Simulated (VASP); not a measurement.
A run of VASP 6.6.1 is set up as follows.

The input INCAR:

```
SYSTEM = Ge2Sb2Te5
ALGO     = Normal         ! electronic algorithm
EDIFF    = 1E-7           ! SCF threshold, eV
ENCUT    = 520            ! plane-wave cutoff, eV
GGA      = PE             ! functional
ISIF     = 2              ! what is computed and relaxed
ISMEAR   = 0              ! smearing method
LASPH    = .TRUE.         ! aspherical terms in the spheres
LCHARG   = .TRUE.         ! write CHGCAR
LELF     = .TRUE.         ! ELF
LREAL    = .FALSE.        ! projectors in reciprocal space
LVHAR    = .TRUE.       
LWAVE    = .FALSE.        ! write WAVECAR
NBANDS   = 44             ! bands
NELM     = 80             ! most SCF steps
PREC     = Accurate       ! precision mode
SIGMA    = 0.03           ! smearing width, eV
```

The input KPOINTS:

```
k-points
0
G
  12 12 2
  0 0 0
```

Contents of POSCAR:

```
Ge2Sb2Te5
1.0
    4.7592505256      0.0000000000      0.0000000000
   -2.3796252628      4.1216318581      0.0000000000
    0.0000000000      0.0000000000     16.8429876100
Ge Sb Te
2 2 5
Direct
    0.0000000000      0.0000000000      0.3313200918
    0.0000000000      0.0000000000      0.6686799082
    0.3333333333      0.6666666667      0.1120971408
    0.6666666667      0.3333333333      0.8879028592
    0.0000000000      0.0000000000      0.0000000000
    0.3333333333      0.6666666667      0.7914345914
    0.6666666667      0.3333333333      0.2085654086
    0.3333333333      0.6666666667      0.4096023866
    0.6666666667      0.3333333333      0.5903976134
```

Potentials or basis: VASP PAW PBE potentials, release 64 (Ge_d, Sb, Te).

Command:

```console
$ cat potpaw_PBE.64/Ge_d/POTCAR potpaw_PBE.64/Sb/POTCAR potpaw_PBE.64/Te/POTCAR > POTCAR
$ mpirun -np 1 vasp_std > vasp.out
```

Estimate the band gap on the k mesh.

0.06 eV (least direct gap 0.09 eV).

What does it give for the largest force?

0.382 eV/Å.

Estimate the pressure.

-5.1 GPa.

Stress tensor (GPa, compression positive):
```
-6.66  0.00  0.00
 0.00 -6.66  0.00
 0.00  0.00 -2.07
```

Caveat: the cell stands under tension; spin-orbit coupling is left out, which moves the levels of the heavy elements; this functional lacks dispersion, which binds layers or chains, so the pressure and a relaxed spacing across them are unreliable. A k mesh can miss the band edges.
